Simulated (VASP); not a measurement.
HgTe (Coloradoite): single point with r2SCAN-based global hybrid

HgTe (Coloradoite):

```
Hg Te
1.0
     0.00000    3.21450    3.21450
     3.21450    0.00000    3.21450
     3.21450    3.21450    0.00000
Hg Te
1 1
Direct
  0.00000 0.00000 0.00000
  0.75000 0.75000 0.75000
```

```yaml
Program: VASP 6.6.1
Task: single point
Functional: r2SCAN-based global hybrid
Potentials_or_basis: VASP PAW PBE potentials, release 64 (Hg, Te)
Cutoff: 520 eV
k_mesh: 4 × 4 × 4
Occupations: fermi-dirac, width 0.05 eV
Spin: no spin polarisation
Dipole_correction: no
Grid_for_exact_exchange_PRECFOCK: Normal
Share_of_exact_exchange: 0.5
Further_INCAR_settings: ALGO = Normal; EDIFF = 1e-06; NBANDS = 16
```

* Pressure: 0.8 GPa
* Band gap on the k mesh: 2.15 eV, direct

Levels at points of the mesh, in eV from the valence-band top:
```csv
k point,band 7,band 8,band 9,band 10,band 11,band 12
"(0.00, 0.00, 0.00)",0.00,0.00,0.00,2.15,7.34,7.34
"(0.50, 0.00, 0.00)",-6.57,-1.21,-1.21,3.57,8.22,8.22
"(0.50, 0.50, 0.00)",-6.51,-2.79,-2.79,4.82,5.13,12.05
```

Wall time 23 min on 1 thread of AMD EPYC 7R13, on a shared host, peak memory 0.2 GiB.

Caveat: the k points lie up to 0.42 Å⁻¹ apart; the PAW data sets were made with another functional, which shifts forces and pressure a little; spin-orbit coupling is left out, which moves the levels of the heavy elements.
